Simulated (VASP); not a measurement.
BAs3, 20 atoms in the cell. The cell holds a disordered packing, 20 atoms: a = 7.116 Å, b = 7.459 Å, c = 7.561 Å, α = 89.01°, β = 91.18°, γ = 88.09°. 

* Program: VASP 6.6.1
* Task: single point
* Functional: PBE
* Potentials or basis: VASP PAW PBE potentials, release 64 (B, As)
* Cutoff: 520 eV
* k mesh: 1 × 1 × 1, shifted
* Occupations: fermi-dirac, width 0.3447 eV
* Spin: no spin polarisation
* Dipole correction: no
* Further INCAR settings: LREAL = Auto; ALGO = Normal; EDIFF = 1e-06; NBANDS = 61; ISYM = 0

Potentials or basis: VASP PAW PBE potentials, release 64 (B, As).

Command:

```bash
$ cat potpaw_PBE.64/B/POTCAR potpaw_PBE.64/As/POTCAR > POTCAR
$ mpirun -np 1 vasp_std > vasp.out
```

Hardware: 1 thread of Intel Xeon 8259CL, with other jobs on the host.

Question: Estimate the wall time of this run.

Answer: Wall time 2.1 min on 1 thread of Intel Xeon 8259CL, on a shared host, peak memory 0.38 GiB. Counts: scf iterations 17, k points 1.
